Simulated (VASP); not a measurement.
Input of a VASP 6.6.1 run:

INCAR

```
SYSTEM = AgI
ALGO = Normal
DIPOL = 0.5 0.5 0.500
EDIFF = 1E-6
ENCUT = 400
GGA = PE
GGA_COMPAT = .FALSE.
IDIPOL = 3
ISIF = 2
ISMEAR = 0
IVDW = 12
LASPH = .TRUE.
LCHARG = .FALSE.
LDIPOL = .TRUE.
LREAL = .FALSE.
LWAVE = .FALSE.
NBANDS = 26
NELM = 120
NELMDL = -8
PREC = Accurate
SIGMA = 0.05
```

File KPOINTS:

```
k-points
0
G
  6 6 1
  0 0 0
```

The input POSCAR:

```
AgI
1.0
    4.3207921236      0.0000000000      0.0000000000
    0.0000000000      4.3207921236      0.0000000000
    0.0000000000      0.0000000000     21.8678712677
I Ag
2 2
Direct
    0.0000000000      0.5000000000      0.4115626935
    0.5000000000      0.0000000000      0.5884373065
    0.0000000000      0.0000000000      0.5000000196
    0.5000000000      0.5000000000      0.5000000196
```

Potentials or basis: VASP PAW PBE potentials, release 64 (I, Ag).

Run with:

```sh
$ cat potpaw_PBE.64/I/POTCAR potpaw_PBE.64/Ag/POTCAR > POTCAR
$ mpirun -np 1 vasp_std > vasp.out
```

Question: Predict the band gap on the k mesh.

Answer: 2.06 eV.

Question: Estimate the dispersion energy per atom.

Answer: -0.267 eV.

Forces on the atoms (eV/Å):
```
I    0.000  0.000  0.010
I    0.000  0.000 -0.010
Ag   0.000  0.000  0.000
Ag   0.000  0.000  0.000
```

Caveat: spin-orbit coupling is left out, which moves the levels of the heavy elements.
